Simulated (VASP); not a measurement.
**Mg4Se: relaxation of cell and atoms with PBE**

Mg4Se:

```
CELL_PARAMETERS angstrom
3.13964 0.00000 0.00000
-1.56982 2.71901 0.00000
0.00000 0.00000 10.09546
ATOMIC_POSITIONS crystal
Mg 0.33333 0.66667 0.86586
Mg 0.33333 0.66667 0.37680
Mg 0.66667 0.33333 0.13414
Mg 0.66667 0.33333 0.62320
Se 0.00000 0.00000 0.00000
```

| Quantity | Value |
| --- | --- |
| Program | VASP 6.6.1 |
| Task | relaxation of cell and atoms |
| Functional | PBE |
| Potentials or basis | VASP PAW PBE potentials, release 64 (Mg, Se) |
| Cutoff | 600 eV |
| k mesh | 6 × 6 × 2 |
| Occupations | gaussian, width 0.1 eV |
| Spin | no spin polarisation |
| Dipole correction | no |
| Further INCAR settings | ALGO = Normal; EDIFF = 1e-06; IBRION = 2; EDIFFG = -0.04; NSW = 90; ISIF = 3 |

```json
{"Relaxed volume": "24.28 Å³/atom", "Relaxed cell": "a = 3.678 Å, b = 3.678 Å, c = 10.364 Å, α = 90.00°, β = 90.00°, γ = 120.00°", "Space group after relaxing (to 0.05 Å)": "P-3m1 (No. 164)", "Energy gained by relaxing": "753.5 meV/atom", "Ionic steps": "14", "Pressure after relaxing": "0.0 GPa", "Largest force after relaxing": "0.027 eV/Å", "Band gap on the k mesh": "zero (band 7 reaches 2.78 eV, above the bottom of band 8 at 2.09 eV)"}
```

Forces in eV/Å, atoms in the order of the input:
```
Mg   0.000  0.000  0.027
Mg   0.000  0.000  0.008
Mg   0.000  0.000 -0.027
Mg   0.000  0.000 -0.008
Se   0.000  0.000  0.000
```

Stress tensor (GPa, compression positive):
```
-0.13  0.00  0.00
 0.00 -0.13  0.00
 0.00  0.00  0.16
```

Step by step:
| step | energy change (eV) | largest force (eV/Å) | pressure (GPa) | volume (Å³) |
| --- | --- | --- | --- | --- |
| 1 | 0.0000 | 4.9358 | 34.82 | 86.18 |
| 2 | -3.2592 | 0.7270 | -4.53 | 141.81 |
| 3 | -3.6083 | 0.1952 | 0.12 | 121.98 |
| 4 | -3.6094 | 0.1942 | -0.32 | 123.24 |
| 5 | -3.6789 | 0.2207 | -0.15 | 123.06 |
| 6 | -3.7180 | 0.2525 | 0.10 | 122.73 |
| 7 | -3.6759 | 0.4029 | 0.77 | 121.67 |
| 8 | -3.7237 | 0.2747 | 0.27 | 122.48 |
| 9 | -3.7399 | 0.2299 | -0.16 | 123.37 |
| 10 | -3.7495 | 0.1586 | -0.85 | 124.93 |
| 11 | -3.7615 | 0.0946 | -0.50 | 123.26 |
| 12 | -3.7661 | 0.0448 | -0.04 | 121.40 |
| 13 | -3.7661 | 0.0435 | -0.06 | 121.50 |
| 14 | -3.7673 | 0.0272 | -0.04 | 121.42 |

Final structure:
```
CELL_PARAMETERS angstrom
3.67815 0.00000 0.00000
-1.83907 3.18537 0.00000
0.00000 0.00000 10.36376
ATOMIC_POSITIONS crystal
Mg 0.33333 0.66667 0.84101
Mg 0.33333 0.66667 0.38875
Mg 0.66667 0.33333 0.15899
Mg 0.66667 0.33333 0.61125
Se 0.00000 0.00000 0.00000
```

Levels at points of the mesh, in eV from the Fermi level:
| k point | band 3 | band 4 | band 5 | band 6 | band 7 | band 8 | band 9 | band 10 | band 11 |
| --- | --- | --- | --- | --- | --- | --- | --- | --- | --- |
| (0.00, 0.00, 0.00) | -5.61 | -2.77 | -2.18 | -1.24 | -1.24 | 3.08 | 3.31 | 5.19 | 6.18 |
| (0.50, 0.00, 0.00) | -4.03 | -2.36 | -2.10 | -1.80 | -1.45 | 0.34 | 1.25 | 1.44 | 2.59 |
| (0.00, 0.00, 0.50) | -4.79 | -4.25 | -1.24 | -1.24 | -0.47 | 1.11 | 3.86 | 6.21 | 6.49 |
| (0.50, 0.00, 0.50) | -4.05 | -2.36 | -2.35 | -1.48 | -0.62 | -0.60 | 0.14 | 2.62 | 2.77 |

It took 97 s on 1 thread of Intel(R) Xeon(R) 6975P-C (Granite Rapids), with other jobs on the host, peak memory 0.25 GiB.

Caveat: the k points lie up to 0.33 Å⁻¹ apart in the final cell; the volume moved by over 15 % at a fixed basis, so the end points are rough.
